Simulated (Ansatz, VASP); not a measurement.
Two plane-wave programs on TaAl2

```
CELL_PARAMETERS angstrom
2.82782 0.00000 0.00000
0.00000 2.82782 0.00000
0.00000 0.00000 6.74983
ATOMIC_POSITIONS crystal
Ta 0.00000 0.00000 0.00000
Al 0.50000 0.50000 0.69359
Al 0.50000 0.50000 0.30641
```

Change from the starting cell: species swapped into the FeSi2 type (P4/mmm, No. 123).

Alike in both runs: functional PBE; k mesh 16 × 16 × 8; occupations gaussian, width 0.1 eV; no spin polarisation.

Ansatz relaxed the structure, and its values are those at the end. VASP's run is a single point on that final structure, the one shown.

```csv
,VASP,Ansatz
version,VASP 6.6.1,Ansatz 0.2.0
potentials or method,"VASP PAW PBE potentials, release 64 (Ta_pv, Al), cutoff 520 eV","scalar-relativistic, plane waves, PAW"
valence electrons in the cell,17,19
```

```csv
,VASP,Ansatz,Ansatz less VASP
gap on the k mesh at the Fermi level (eV),none,none,-
pressure (GPa),0.0,0.0,-0.01
```

A gap of «none» marks a metal or a gap that the smearing closes. VASP's potentials hold 17 valence electrons a cell and Ansatz's 19, so a difference there can come from the potentials and not from the codes.

Spin-orbit coupling is off throughout.
